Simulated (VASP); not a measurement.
# KNi (P1) in VASP: single point with PBE

Aim: the single point of KNi with PBE.

All numbers are computed with VASP 6.6.1; they aren't measurements. Logs are shortened: lines on timing, memory, paths and dates and some standing lists are left out, and cuts for length are marked.

## (1) The cell of the first run

The typed cell holds 2 atoms: a = 3.660 Å, b = 3.660 Å, c = 3.479 Å, α = 90.00°, β = 90.00°, γ = 90.00°.

## (2) Single point, PBE, collinear spin, ferromagnetic start (atoms moved at random)

File INCAR:

```
ALGO = Fast ; EDIFF = 1E-6
ENCUT = 520 ; GGA = PE
ISIF = 2 ; ISMEAR = -1
ISPIN = 2 ; LASPH = True
LCHARG = True ; LELF = True
LMAXMIX = 4 ; LORBIT = 11
LREAL = False ; LVHAR = True
LWAVE = False ; MAGMOM = 0 1
NBANDS = 20 ; NELM = 150
PREC = Accurate ; SIGMA = 0.05
```

File KPOINTS:

```
k-points
0
Gamma
  7 7 8
```

File POSCAR:

```
KNi
1.0
    3.6604778900      0.0000000000      0.0000000000
    0.0000000000      3.6604778900      0.0000000000
    0.0000000000      0.0000000000      3.4788877700
K Ni
1 1
Direct
   -0.0027010000     -0.0027880000      0.0025890000
    0.5056830000      0.5003780000      0.5263380000
```

Potentials or basis: VASP PAW PBE potentials, release 64 (K_sv, Ni).

Command:

```sh
$ cat potpaw_PBE.64/K_sv/POTCAR potpaw_PBE.64/Ni/POTCAR > POTCAR
$ mpirun -np 1 vasp_std > vasp.out
```

OUTCAR:

```text
EDIFF = 1E-6
   ENCUT = 520
   GGA = PE
   ISIF = 2
   ISMEAR = -1
   ISPIN = 2
   LASPH = True
   LORBIT = 11
   LREAL = False
   NELM = 150
   PREC = Accurate

 ion  position               nearest neighbor table
   1  0.997  0.997  0.003-   2 3.05   2 3.06   2 3.08   2 3.10   2 3.14   2 3.15   2 3.18   2 3.19

   2  0.506  0.500  0.526-   1 3.05   1 3.06   1 3.08   1 3.10   1 3.14   1 3.15   1 3.18   1 3.19

  LATTYP: Found a simple tetragonal cell.
 ALAT       =     3.6604778900
 C/A-ratio  =     0.9503916905

  Lattice vectors:

 A1 = (   3.6604778900,   0.0000000000,   0.0000000000)
 A2 = (   0.0000000000,   3.6604778900,   0.0000000000)
 A3 = (   0.0000000000,   0.0000000000,   3.4788877700)

Analysis of symmetry for initial positions (statically):
=====================================================================
 Subroutine PRICEL returns:
 Original cell was already a primitive cell.

 Routine SETGRP: Setting up the symmetry group for a
 simple tetragonal supercell.

 Subroutine GETGRP returns: Found  1 space group operations
 (whereof  1 operations were pure point group operations)
 out of a pool of 16 trial point group operations.

The static configuration has the point symmetry C_1 .

Analysis of symmetry for dynamics (positions and initial velocities):
=====================================================================
 Subroutine PRICEL returns:
 Original cell was already a primitive cell.

 Routine SETGRP: Setting up the symmetry group for a
 simple tetragonal supercell.

 Subroutine GETGRP returns: Found  1 space group operations
 (whereof  1 operations were pure point group operations)
 out of a pool of 16 trial point group operations.

The dynamic configuration has the point symmetry C_1 .

Analysis of structural, dynamic, and magnetic symmetry:
=====================================================================
 Subroutine PRICEL returns:
 Original cell was already a primitive cell.

 Routine SETGRP: Setting up the symmetry group for a
 simple tetragonal supercell.

 Subroutine GETGRP returns: Found  1 space group operations
 (whereof  1 operations were pure point group operations)
 out of a pool of 16 trial point group operations.

The overall configuration has the point symmetry C_1 .

 Subroutine INISYM returns: Found  1 space group operations
 (whereof  1 operations are pure point group operations),
 and found     1 'primitive' translations
[... 113 lines left out ...]
   IMIX   =      4    mixing-type and parameters
     AMIX     =   0.40;   BMIX     =  1.00
     AMIX_MAG =   1.60;   BMIX_MAG =  1.00
  volume/ion in A,a.u.               =      23.31       157.28
  Fermi-wavevector in a.u.,A,eV,Ry     =   1.213819  2.293786 20.046242  1.473357
  Thomas-Fermi vector in A             =   2.349259
   LORBIT       =     11    0 simple, 1 ext, 2 COOP (PROOUT), +10 PAW based schemes
   GGA     = PE    functional components
   LHFCALC =     F    Hartree Fock is set to
   AEXX    =    0.0000 exact exchange contribution
   IVDW    =     0    specifies the selected vdW correction
   LEPSILON=     F    determine dielectric tensor
   LRPA    =     F    only Hartree local field effects (RPA)
 spin polarized calculation
 RMM-DIIS sequential band-by-band and
  energy-cutoff  :      520.00
  volume of cell :       46.61
 maximum number of plane-waves:      1281
   NGX = 13   NGY = 13   NGZ = 13

 number of electron      19.0000003 magnetization       0.7030654

 Free energy of the ion-electron system (eV)
  ---------------------------------------------------
  ext. energy  EPLUGINS =         0.00000000
  ---------------------------------------------------
  free energy    TOTEN  =        -4.28282044 eV

  energy without entropy =       -4.26687154  energy(sigma->0) =       -4.27484599

 E-fermi :   2.3537     XC(G=0):  -9.2356

 val. band max:        2.3225323132   @ k =   0.2857   0.0000   0.5000
 cond. band min:       2.3553186989   @ k =  -0.4286  -0.4286   0.2500
 fundamental gap:      0.0327863857
 Fermi energy:         2.3537226730

 spin component 1

 k-point     1 :       0.0000    0.0000    0.0000
  band No.  band energies     occupation
      1     -27.6492      1.00000
      2     -11.0212      1.00000
      3     -11.0210      1.00000
      4     -10.9486      1.00000
      5      -1.4841      1.00000
      6       0.7081      1.00000
[... 541 lines left out ...]
     19      13.9998      0.00000
     20      16.6095      0.00000

 [... further k-points ...]

 spin component 2

 k-point     1 :       0.0000    0.0000    0.0000
  band No.  band energies     occupation
      1     -27.6546      1.00000
      2     -11.0272      1.00000
      3     -11.0270      1.00000
      4     -10.9576      1.00000
      5      -1.4350      1.00000
      6       1.6427      1.00000
[... 541 lines left out ...]
     19      14.1220      0.00000
     20      16.6635      0.00000

 [... further k-points ...]

------------------------ aborting loop because EDIFF is reached ----------------------------------------

  FORCE on cell =-STRESS in cart. coord.  units (eV):
  Direction    XX          YY          ZZ          XY          YZ          ZX
  --------------------------------------------------------------------------------------
  -------------------------------------------------------------------------------------
  Total        1.4634950      1.4674247      1.0137132      0.0017036      0.0037315      0.0098273
  in kB       50.3020668     50.4371360     34.8425322      0.0585552      0.1282556      0.3377755
  external PRESSURE =      45.1939117 kB  Pullay stress =       0.0000000 kB

 VOLUME and BASIS-vectors are now :
 -----------------------------------------------------------------------------
  energy-cutoff  :      520.00
  volume of cell :       46.61
      direct lattice vectors                 reciprocal lattice vectors
     3.660477890  0.000000000  0.000000000     0.273188373  0.000000000  0.000000000
     0.000000000  3.660477890  0.000000000     0.000000000  0.273188373  0.000000000
     0.000000000  0.000000000  3.478887770     0.000000000  0.000000000  0.287448192

 POSITION                                       TOTAL-FORCE (eV/Angst)
 -----------------------------------------------------------------------------------
      3.65059      3.65027      0.00901         0.073746      0.027803      0.165454
      1.85104      1.83162      1.83107        -0.073746     -0.027803     -0.165454
 -----------------------------------------------------------------------------------
    total drift:                               -0.000551     -0.000257     -0.000277

  FREE ENERGIE OF THE ION-ELECTRON SYSTEM (eV)
  ---------------------------------------------------
  free  energy   TOTEN  =        -4.2828204398 eV

  energy  without entropy=       -4.2668715355  energy(sigma->0) =       -4.27484599

 total charge

# of ion       s       p       d       tot
------------------------------------------
    1        1.985   5.572   0.070   7.627
    2        0.513   0.062   8.409   8.984
--------------------------------------------------
tot          2.498   5.634   8.479  16.611

 magnetization (x)

# of ion       s       p       d       tot
------------------------------------------
    1       -0.001   0.001  -0.006  -0.006
    2        0.033  -0.002   0.693   0.723
--------------------------------------------------
tot          0.031  -0.001   0.687   0.717
```

stdout:

```text
POSCAR found type information on POSCAR K Ni
 POSCAR found :  2 types and       2 ions
 scaLAPACK will be used
 LDA part: xc-table for (Slater+PW92), standard interpolation
 POSCAR, INCAR and KPOINTS ok, starting setup
 FFT: planning ... GRIDC
 FFT: planning ... GRID_SOFT
 FFT: planning ... GRID
 WAVECAR not read
 entering main loop
WARNING in EDDRMM: call to ZHEGV failed, returncode =   8  4     15
WARNING in EDDRMM: call to ZHEGV failed, returncode =   8  4     18
WARNING in EDDRMM: call to ZHEGV failed, returncode =   8  4     19
WARNING in EDDRMM: call to ZHEGV failed, returncode =   6  3     14
WARNING in EDDRMM: call to ZHEGV failed, returncode =   6  3     16
```

Run time: 7.5 min. Hardware: 1 thread of Intel Xeon Platinum 8259CL at 2.50GHz (Skylake/Cascade Lake), shared host; peak memory 0.39 GiB.

What came out:

```yaml
Free_energy: -4.2828 eV
Pressure: 4.5 GPa
Largest_force: 0.183 eV/Å
Net_moment: 0.70 μB per cell
Site_moments: K -0.01; Ni +0.72 μB
Valence_electrons_inside_the_program's_atomic_spheres: K 7.63; Ni 8.98
```

Forces on the atoms (eV/Å):
```
K    0.074  0.028  0.165
Ni  -0.074 -0.028 -0.165
```

Levels at points of the mesh, in eV from the Fermi level:
Spin up:
```tsv
k point	band 6	band 7	band 8	band 9	band 10	band 11	band 12	band 13	band 14	band 15
(0.00, 0.00, 0.00)	-1.65	-1.62	-0.73	-0.68	-0.68	4.77	4.87	7.30	7.31	8.41
(0.00, 0.00, 0.50)	-1.44	-0.81	-0.81	-0.67	-0.10	0.05	5.33	5.49	5.50	9.36
```
Spin down:
```
           k point  band 6  band 7  band 8  band 9  band 10  band 11  band 12  band 13
(0.00, 0.00, 0.00)   -0.71   -0.68   -0.32   -0.27    -0.27     4.89     4.97     7.38
(0.00, 0.00, 0.50)   -0.44   -0.41   -0.41   -0.26     0.06     0.68     5.27     5.51
```

Caveat: the cell differs from its parent crystal (atoms moved at random); the cell stands under pressure.
